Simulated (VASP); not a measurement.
A run of VASP 6.6.1:

INCAR

```
SYSTEM = ZrB2
ALGO = Normal
EDIFF = 1E-6
ENCUT = 520
GGA = PE
ISIF = 2
ISMEAR = -1
LASPH = .True.
LCHARG = .False.
LREAL = .False.
LWAVE = .False.
NBANDS = 16
NELM = 80
PREC = Accurate
SIGMA = 0.05
```

Contents of KPOINTS:

```
k-points
0
Gamma
  17 17 13
  0 0 0
```

POSCAR

```
ZrB2
1.0
    3.1700000000      0.0000000000      0.0000000000
   -1.5850000000      2.7453005300      0.0000000000
    0.0000000000      0.0000000000      3.5330000000
Zr B
1 2
Direct
    0.0000000000      0.0000000000      0.0000000000
    0.3333333333      0.6666666667      0.5000000000
    0.6666666667      0.3333333333      0.5000000000
```

Potentials or basis: VASP PAW PBE potentials, release 64 (Zr_sv, B).

Command:

```sh
$ cat potpaw_PBE.64/Zr_sv/POTCAR potpaw_PBE.64/B/POTCAR > POTCAR
$ mpirun -np 1 vasp_std > vasp.out
```

Hardware: 1 thread of Intel(R) Xeon(R) 6975P-C (Granite Rapids), with other jobs on the host.

**Question.** How long does it take, and how much memory?

**Answer.** Wall time 36 s on 1 thread of Intel(R) Xeon(R) 6975P-C (Granite Rapids), with other jobs on the host, peak memory 0.22 GiB. Counts: scf iterations 13, k points 231.
